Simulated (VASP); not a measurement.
# Mg2Zn3O (P-3m1) in VASP: further runs

Mg2Zn3O is run at these levels: PBE; tasks: single point, relaxation of cell and atoms.

Everything below comes from runs of VASP 6.6.1. Logs are shortened: lines on timing, memory, paths and dates and some standing lists are left out, and cuts for length are marked.

## (1) The cell of the first run

The structure is trigonal, space group P-3m1 (No. 164). Conventional cell: a = 3.030 Å, b = 3.030 Å, c = 11.094 Å, α = 90.00°, β = 90.00°, γ = 120.00°. Mg (site symmetry 3m) has 3 O at 2.15 Å within 2.8 Å. Within 3.5 Å of Zn (site symmetry 3m) lie 9 Zn at 2.67 to 3.03 Å and 3 Mg at 2.88 Å. Within 3.5 Å of Zn (site symmetry -3m) lie 12 Zn at 2.67 to 3.03 Å. O (site symmetry -3m) has 6 Mg at 2.15 Å within 2.8 Å.

## (2) Single point, PBE

File INCAR:

```
  PREC = Accurate
  ENCUT = 520
  EDIFF = 1E-7
  ISMEAR = 0
  SIGMA = 0.2
  LREAL = False
  LASPH = True
  NELM = 80
  ALGO = Normal
  ISIF = 2
  LWAVE = False
  LCHARG = False
  GGA = PE
  NBANDS = 32
```

File KPOINTS:

```
regular mesh
0
Gamma
  6 6 2
```

File POSCAR:

```
Mg2Zn3O
1.0
    3.0303385372      0.0000000000      0.0000000000
   -1.5151692686      2.6243501553      0.0000000000
    0.0000000000      0.0000000000     11.0935281680
Mg Zn O
2 3 1
Direct
    0.6666666667      0.3333333333      0.8875454856
    0.3333333333      0.6666666667      0.1124545144
    0.3333333333      0.6666666667      0.6816460061
    0.0000000000      0.0000000000      0.5000000000
    0.6666666667      0.3333333333      0.3183539939
    0.0000000000      0.0000000000      0.0000000000
```

Potentials or basis: VASP PAW PBE potentials, release 64 (Mg, Zn, O).

Started as:

```console
cat potpaw_PBE.64/Mg/POTCAR potpaw_PBE.64/Zn/POTCAR potpaw_PBE.64/O/POTCAR > POTCAR
mpirun -np 1 vasp_std > vasp.out
```

OUTCAR:

```text
PREC = Accurate
   ENCUT = 520
   EDIFF = 1E-7
   ISMEAR = 0
   LREAL = False
   LASPH = True
   NELM = 80
   ISIF = 2
   GGA = PE

 ion  position               nearest neighbor table
   1  0.667  0.333  0.888-   6 2.15   6 2.15   6 2.15   3 2.88   3 2.88   3 2.88   2 3.05   2 3.05
                             2 3.05
   2  0.333  0.667  0.112-   6 2.15   6 2.15   6 2.15   5 2.88   5 2.88   5 2.88   1 3.05   1 3.05
                             1 3.05
   3  0.333  0.667  0.682-   4 2.67   4 2.67   4 2.67   1 2.88   1 2.88   1 2.88
   4  0.000  0.000  0.500-   3 2.67   5 2.67   5 2.67   3 2.67   5 2.67   3 2.67
   5  0.667  0.333  0.318-   4 2.67   4 2.67   4 2.67   2 2.88   2 2.88   2 2.88
   6  0.000  0.000  0.000-   1 2.15   2 2.15   1 2.15   2 2.15   1 2.15   2 2.15

  LATTYP: Found a hexagonal cell.
 ALAT       =     3.0303385372
 C/A-ratio  =     3.6608214006

  Lattice vectors:

 A1 = (   3.0303385372,   0.0000000000,   0.0000000000)
 A2 = (  -1.5151692686,   2.6243501553,   0.0000000000)
 A3 = (   0.0000000000,   0.0000000000,  11.0935281680)

Analysis of symmetry for initial positions (statically):
=====================================================================
 Subroutine PRICEL returns:
 Original cell was already a primitive cell.

 Routine SETGRP: Setting up the symmetry group for a
 hexagonal supercell.

 Subroutine GETGRP returns: Found 12 space group operations
 (whereof 12 operations were pure point group operations)
 out of a pool of 24 trial point group operations.

The static configuration has the point symmetry D_3d.

Analysis of symmetry for dynamics (positions and initial velocities):
=====================================================================
 Subroutine PRICEL returns:
 Original cell was already a primitive cell.

 Routine SETGRP: Setting up the symmetry group for a
 hexagonal supercell.

 Subroutine GETGRP returns: Found 12 space group operations
 (whereof 12 operations were pure point group operations)
 out of a pool of 24 trial point group operations.

The dynamic configuration has the point symmetry D_3d.

 Subroutine INISYM returns: Found 12 space group operations
 (whereof 12 operations are pure point group operations),
 and found     1 'primitive' translations

----------------------------------------------------------------------------------------

                                     Primitive cell

  volume of cell :      88.2232

  direct lattice vectors                    reciprocal lattice vectors
     3.030338537  0.000000000  0.000000000     0.329996133  0.190523356  0.000000000
    -1.515169269  2.624350155  0.000000000     0.000000000  0.381046713  0.000000000
     0.000000000  0.000000000 11.093528168     0.000000000  0.000000000  0.090142648

  length of vectors
     3.030338537  3.030338537 11.093528168     0.381046713  0.381046713  0.090142648

  position of ions in fractional coordinates (direct lattice)
     0.666666667  0.333333333  0.887545486
     0.333333333  0.666666667  0.112454514
     0.333333333  0.666666667  0.681646006
     0.000000000  0.000000000  0.500000000
     0.666666667  0.333333333  0.318353994
     0.000000000  0.000000000  0.000000000

  ion indices of the primitive-cell ions
   primitive index   ion index
                 1           1
                 2           2
                 3           3
                 4           4
                 5           5
                 6           6

----------------------------------------------------------------------------------------

 KPOINTS: regular mesh

Automatic generation of k-mesh.
 Grid dimensions read from file:
 generate k-points for:    6    6    2

 Generating k-lattice:

  Cartesian coordinates                     Fractional coordinates (reciprocal lattice)
     0.054999356  0.031753893  0.000000000     0.166666667  0.000000000  0.000000000
     0.000000000  0.063507785  0.000000000     0.000000000  0.166666667  0.000000000
     0.000000000  0.000000000  0.045071324     0.000000000  0.000000000  0.500000000

  Length of vectors
     0.063507785  0.063507785  0.045071324

  Shift w.r.t. Gamma in fractional coordinates (k-lattice)
     0.000000000  0.000000000  0.000000000

 Subroutine IBZKPT returns following result:
 ===========================================

 Found     14 irreducible k-points:

 Following reciprocal coordinates:
            Coordinates               Weight
  0.000000  0.000000  0.000000      1.000000
  0.166667 -0.000000  0.000000      6.000000
  0.333333  0.000000  0.000000      6.000000
  0.500000  0.000000  0.000000      3.000000
  0.166667  0.166667  0.000000      6.000000
  0.333333  0.166667  0.000000     12.000000
  0.333333  0.333333  0.000000      2.000000
  0.000000  0.000000  0.500000      1.000000
  0.166667 -0.000000  0.500000      6.000000
  0.333333  0.000000  0.500000      6.000000
  0.500000  0.000000  0.500000      3.000000
  0.166667  0.166667  0.500000      6.000000
  0.333333  0.166667  0.500000     12.000000
  0.333333  0.333333  0.500000      2.000000
   k-points           NKPTS =     14   k-points in BZ     NKDIM =     14   number of bands    NBANDS=     32
   number of dos      NEDOS =    301   number of ions     NIONS =      6
   total plane-waves  NPLWV =  48384
   dimension x,y,z NGX =    24 NGY =   24 NGZ =   84
   dimension x,y,z NGXF=    48 NGYF=   48 NGZF=  168
   ions per type =               2   3   1
   NGX,Y,Z   is equivalent  to a cutoff of  13.17, 13.17, 12.59 a.u.
   NGXF,Y,Z  is equivalent  to a cutoff of  26.33, 26.33, 25.18 a.u.
 SYSTEM =  unknown system
   PREC   = accura    normal or accurate (medium, high low for compatibility)
   ISTART =      0    job   : 0-new  1-cont  2-samecut
   ICHARG =      2    charge: 1-file 2-atom 10-const
   ISPIN  =      1    spin polarized calculation?
   LNONCOLLINEAR =      F non collinear calculations
   LSORBIT =      F    spin-orbit coupling
   LASPH  =      T    aspherical Exc in radial PAW
   ENCUT  =  520.0 eV  38.22 Ry    6.18 a.u.   5.63  5.63 20.63*2*pi/ulx,y,z
   NELM   =     80;   NELMIN=  2; NELMDL= -5     # of ELM steps
   EDIFF  = 0.1E-06   stopping-criterion for ELM
   LREAL  =      F    real-space projection
   EDIFFG = 0.1E-05   stopping-criterion for IOM
   NSW    =      0    number of steps for IOM
   IBRION =     -1    ionic relax: 0-MD 1-quasi-New 2-CG
   NFREE  =      0    steps in history (QN), initial steepest desc. (CG)
   ISIF   =      2    stress and relaxation
   ISYM   =      2    0-nonsym 1-usesym 2-fastsym
   POTIM  = 0.5000    time-step for ionic-motion
   TEBEG  =    0.0;   TEEND  =   0.0 temperature during run
   PSTRESS=    0.0 pullay stress
   NELECT =      46.0000    total number of electrons
   NUPDOWN=      -1.0000    fix difference up-down
   EMIN   =  10.00;   EMAX   =-10.00  energy-range for DOS
   EFERMI =   0.00;   METHOD = LEGACY
   ISMEAR =     0;   SIGMA  =   0.20  broadening in eV -4-tet -1-fermi 0-gaus
   EFERMI_NEDOS =   21; number of points for ismear=-14 and -15
   IALGO  =     38    algorithm
   IMIX   =      4    mixing-type and parameters
     AMIX     =   0.40;   BMIX     =  1.00
     AMIX_MAG =   1.60;   BMIX_MAG =  1.00
  volume/ion in A,a.u.               =      14.70        99.23
  Fermi-wavevector in a.u.,A,eV,Ry     =   1.317649  2.489997 23.622438  1.736200
  Thomas-Fermi vector in A             =   2.447676
   LORBIT       =      0    0 simple, 1 ext, 2 COOP (PROOUT), +10 PAW based schemes
   GGA     = PE    functional components
   LHFCALC =     F    Hartree Fock is set to
   AEXX    =    0.0000 exact exchange contribution
   IVDW    =     0    specifies the selected vdW correction
   LEPSILON=     F    determine dielectric tensor
   LRPA    =     F    only Hartree local field effects (RPA)
 non-spin polarized calculation
 Gauss-broadening in eV      SIGMA  =   0.20
  energy-cutoff  :      520.00
  volume of cell :       88.22
 maximum number of plane-waves:      2405
 NGX is ok and might be reduce to    24
   NGX = 11   NGY = 11   NGZ = 41

 number of electron      46.0000021 magnetization

 Free energy of the ion-electron system (eV)
  ---------------------------------------------------
  ext. energy  EPLUGINS =         0.00000000
  ---------------------------------------------------
  free energy    TOTEN  =       -16.07815189 eV

  energy without entropy =      -16.04897454  energy(sigma->0) =      -16.06356321

 E-fermi :   3.5147     XC(G=0): -10.6186

 val. band max:        3.4366807156   @ k =   0.5000   0.0000   0.0000
 cond. band min:       3.5344143333   @ k =   0.3333   0.3333   0.0000
 fundamental gap:      0.0977336177
 Fermi energy:         3.5146724464

 k-point     1 :       0.0000    0.0000    0.0000
  band No.  band energies     occupation
      1     -16.6309      2.00000
      2      -5.5210      2.00000
      3      -4.6583      2.00000
      4      -4.1568      2.00000
      5      -3.9173      2.00000
      6      -3.8176      2.00000
[... 24 lines left out ...]
     31      15.2455      0.00000
     32      15.9815      0.00000

 k-point     2 :       0.1667   -0.0000    0.0000
  band No.  band energies     occupation
      1     -16.4614      2.00000
      2      -4.9490      2.00000
      3      -4.2268      2.00000
      4      -4.0395      2.00000
      5      -3.8997      2.00000
      6      -3.8217      2.00000
[... 24 lines left out ...]
     31      13.5602      0.00000
     32      13.8462      0.00000

 k-point     3 :       0.3333    0.0000    0.0000
  band No.  band energies     occupation
      1     -16.0958      2.00000
      2      -4.2043      2.00000
      3      -4.0738      2.00000
      4      -4.0576      2.00000
      5      -3.9180      2.00000
      6      -3.8040      2.00000
[... 24 lines left out ...]
     31      10.9825      0.00000
     32      12.1265      0.00000

 k-point     4 :       0.5000    0.0000    0.0000
  band No.  band energies     occupation
      1     -15.8971      2.00000
      2      -4.2058      2.00000
      3      -4.1510      2.00000
      4      -4.0924      2.00000
      5      -4.0362      2.00000
      6      -3.9434      2.00000
[... 24 lines left out ...]
     31      10.4599      0.00000
     32      11.4648      0.00000

 k-point     5 :       0.1667    0.1667    0.0000
  band No.  band energies     occupation
      1     -16.1919      2.00000
      2      -4.2023      2.00000
      3      -4.0153      2.00000
      4      -3.9368      2.00000
      5      -3.8967      2.00000
      6      -3.8608      2.00000
[... 234 lines left out ...]
     31      10.4351      0.00000
     32      11.5218      0.00000

 k-point    12 :       0.1667    0.1667    0.5000
  band No.  band energies     occupation
      1     -16.1918      2.00000
      2      -4.2160      2.00000
      3      -3.9932      2.00000
      4      -3.9461      2.00000
      5      -3.8931      2.00000
      6      -3.8772      2.00000
[... 24 lines left out ...]
     31      10.8917      0.00000
     32      11.8193      0.00000

 k-point    13 :       0.3333    0.1667    0.5000
  band No.  band energies     occupation
      1     -15.9010      2.00000
      2      -4.1237      2.00000
      3      -4.0621      2.00000
      4      -3.9986      2.00000
      5      -3.9087      2.00000
      6      -3.8492      2.00000
[... 24 lines left out ...]
     31       9.8771      0.00000
     32      10.2784      0.00000

 k-point    14 :       0.3333    0.3333    0.5000
  band No.  band energies     occupation
      1     -15.8024      2.00000
      2      -4.0468      2.00000
      3      -4.0023      2.00000
      4      -4.0023      2.00000
      5      -3.8113      2.00000
      6      -3.8113      2.00000
[... 24 lines left out ...]
     31       8.6161      0.00000
     32      10.4150      0.00000

------------------------ aborting loop because EDIFF is reached ----------------------------------------

  FORCE on cell =-STRESS in cart. coord.  units (eV):
  Direction    XX          YY          ZZ          XY          YZ          ZX
  --------------------------------------------------------------------------------------
  -------------------------------------------------------------------------------------
  Total        0.0887028      0.0887028      0.0609378      0.0000000     -0.0000000      0.0000000
  in kB        1.6108874      1.6108874      1.1066611      0.0000000     -0.0000000      0.0000000
  external PRESSURE =       1.4428120 kB  Pullay stress =       0.0000000 kB

 VOLUME and BASIS-vectors are now :
 -----------------------------------------------------------------------------
  energy-cutoff  :      520.00
  volume of cell :       88.22
      direct lattice vectors                 reciprocal lattice vectors
     3.030338537  0.000000000  0.000000000     0.329996133  0.190523356  0.000000000
    -1.515169269  2.624350155  0.000000000     0.000000000  0.381046713  0.000000000
     0.000000000  0.000000000 11.093528168     0.000000000  0.000000000  0.090142648

 POSITION                                       TOTAL-FORCE (eV/Angst)
 -----------------------------------------------------------------------------------
      1.51517      0.87478      9.84601         0.000000     -0.000000      0.007915
     -0.00000      1.74957      1.24752        -0.000000      0.000000     -0.007915
     -0.00000      1.74957      7.56186        -0.000000     -0.000000      0.015901
      0.00000      0.00000      5.54676         0.000000      0.000000      0.000000
      1.51517      0.87478      3.53167         0.000000      0.000000     -0.015901
      0.00000      0.00000      0.00000         0.000000      0.000000      0.000000
 -----------------------------------------------------------------------------------
    total drift:                                0.000000     -0.000000     -0.000000

  FREE ENERGIE OF THE ION-ELECTRON SYSTEM (eV)
  ---------------------------------------------------
  free  energy   TOTEN  =       -16.0781518880 eV

  energy  without entropy=      -16.0489745392  energy(sigma->0) =      -16.06356321
```

Wall time 22 s (1 thread of Intel Xeon 6975P-C (Granite Rapids), shared host); peak memory 0.21 GiB.

Results:

```
Free energy            : -16.0782 eV
Pressure               : 0.1 GPa
Largest force          : 0.016 eV/Å
Band gap on the k mesh : zero (band 23 reaches 3.61 eV, above the bottom of band 24 at 2.94 eV)
```

Forces in eV/Å, atoms in the order of the input:
```
Mg   0.000  0.000  0.008
Mg   0.000  0.000 -0.008
Zn   0.000  0.000  0.016
Zn   0.000  0.000  0.000
Zn   0.000  0.000 -0.016
O    0.000  0.000  0.000
```

Levels at points of the mesh, in eV from the Fermi level:
```csv
k point,band 20,band 21,band 22,band 23,band 24,band 25,band 26,band 27
"(0.00, 0.00, 0.00)",-5.30,-3.99,-3.99,-1.77,0.38,4.60,5.03,9.90
"(0.50, 0.00, 0.00)",-2.99,-2.93,-1.78,-1.74,-0.08,0.43,2.76,3.70
"(0.00, 0.00, 0.50)",-3.99,-3.99,-3.95,-3.07,1.92,2.61,6.63,8.62
"(0.50, 0.00, 0.50)",-3.04,-2.83,-2.00,-1.48,-0.58,1.03,2.68,3.56
```

Caveat: the k points lie up to 0.40 Å⁻¹ apart.

## (3) Relaxation of cell and atoms, PBE

This run uses another cell than the first one, of 13.84 Å³/atom, 0.941 times its volume.

File INCAR:

```
PREC = Accurate ; ENCUT = 600
EDIFF = 1E-7 ; ISMEAR = 0
SIGMA = 0.2 ; LREAL = F
LASPH = T ; NELM = 80
ALGO = Normal ; ISIF = 3
LWAVE = F ; LCHARG = F
GGA = PE ; IBRION = 2
NSW = 36 ; EDIFFG = -0.08
```

KPOINTS is that of step 2.

File POSCAR:

```
Mg2Zn3O
1.0
    2.9000000000      0.0000000000      0.0000000000
   -1.4500000000      2.5114736700      0.0000000000
    0.0000000000      0.0000000000     11.4000000000
Mg Zn O
2 3 1
Direct
    0.6666666700      0.3333333300      0.8950000000
    0.3333333300      0.6666666700      0.1050000000
    0.3333333300      0.6666666700      0.6900000000
    0.0000000000      0.0000000000      0.5000000000
    0.6666666700      0.3333333300      0.3100000000
    0.0000000000      0.0000000000      0.0000000000
```

Potentials or basis: VASP PAW PBE potentials, release 64 (Mg, Zn, O).

Started as:

```console
cat potpaw_PBE.64/Mg/POTCAR potpaw_PBE.64/Zn/POTCAR potpaw_PBE.64/O/POTCAR > POTCAR
mpirun -np 1 vasp_std > vasp.out
```

Wall time 2 min (1 thread of Intel Xeon 6975P-C (Granite Rapids), shared host); peak memory 0.25 GiB.

Results (log left out):

```yaml
Free_energy: -16.0771 eV
Relaxed_volume: 14.71 Å³/atom
Relaxed_cell: a = 3.033 Å, b = 3.033 Å, c = 11.081 Å, α = 90.00°, β = 90.00°, γ = 120.00°
Space_group_after_relaxing_to_0.05_Å: P-3m1 (No. 164)
Energy_gained_by_relaxing: 46.7 meV/atom
Ionic_steps: 8
Pressure_after_relaxing: 0.1 GPa
Largest_force_after_relaxing: 0.009 eV/Å
Band_gap_on_the_k_mesh: zero (band 23 reaches 3.60 eV, above the bottom of band 24 at 2.93 eV)
```

Forces in eV/Å, atoms in the order of the input:
```
Mg   0.000  0.000  0.009
Mg   0.000  0.000 -0.009
Zn   0.000  0.000  0.007
Zn   0.000  0.000  0.000
Zn   0.000  0.000 -0.007
O    0.000  0.000  0.000
```

Stress tensor (GPa, compression positive):
```
0.02 0.00 0.00
0.00 0.02 0.00
0.00 0.00 0.22
```

The path:
```
step  energy change (eV)  largest force (eV/Å)  pressure (GPa)  volume (Å³)
   1              0.0000                1.1425            5.82        83.03
   2             -0.2134                0.2934           -0.80        89.19
   3             -0.2140                0.3060           -1.14        89.60
   4             -0.2509                0.2975           -0.50        88.93
   5             -0.2609                0.2676            0.12        88.40
   6             -0.2712                0.1933            0.02        88.41
   7             -0.2784                0.0949           -0.09        88.42
   8             -0.2802                0.0090            0.09        88.25
```

Final structure:
```yaml
crystal:
  lattice:
    - [3.03251, 0.00000, 0.00000]
    - [-1.51625, 2.62623, 0.00000]
    - [0.00000, 0.00000, 11.08078]
  atoms:
    - { symbol: Mg, position: [0.66667, 0.33333, 0.88753] }
    - { symbol: Mg, position: [0.33333, 0.66667, 0.11247] }
    - { symbol: Zn, position: [0.33333, 0.66667, 0.68178] }
    - { symbol: Zn, position: [0.00000, 0.00000, 0.50000] }
    - { symbol: Zn, position: [0.66667, 0.33333, 0.31822] }
    - { symbol: O, position: [0.00000, 0.00000, 0.00000] }
```

Levels at points of the mesh, in eV from the Fermi level:
| k point | band 21 | band 22 | band 23 | band 24 | band 25 | band 26 |
| --- | --- | --- | --- | --- | --- | --- |
| (0.00, 0.00, 0.00) | -3.99 | -3.99 | -1.75 | 0.39 | 4.60 | 5.06 |
| (0.50, 0.00, 0.00) | -2.93 | -1.79 | -1.75 | -0.08 | 0.43 | 2.76 |
| (0.00, 0.00, 0.50) | -3.99 | -3.94 | -3.06 | 1.92 | 2.63 | 6.65 |
| (0.50, 0.00, 0.50) | -2.83 | -2.00 | -1.49 | -0.58 | 1.04 | 2.68 |

Caveat: the k points lie up to 0.40 Å⁻¹ apart in the final cell; the relaxation stopped at a loose force limit of 0.08 eV/Å, so its end isn't a converged minimum.

(Part 1 of 2 ends here.)
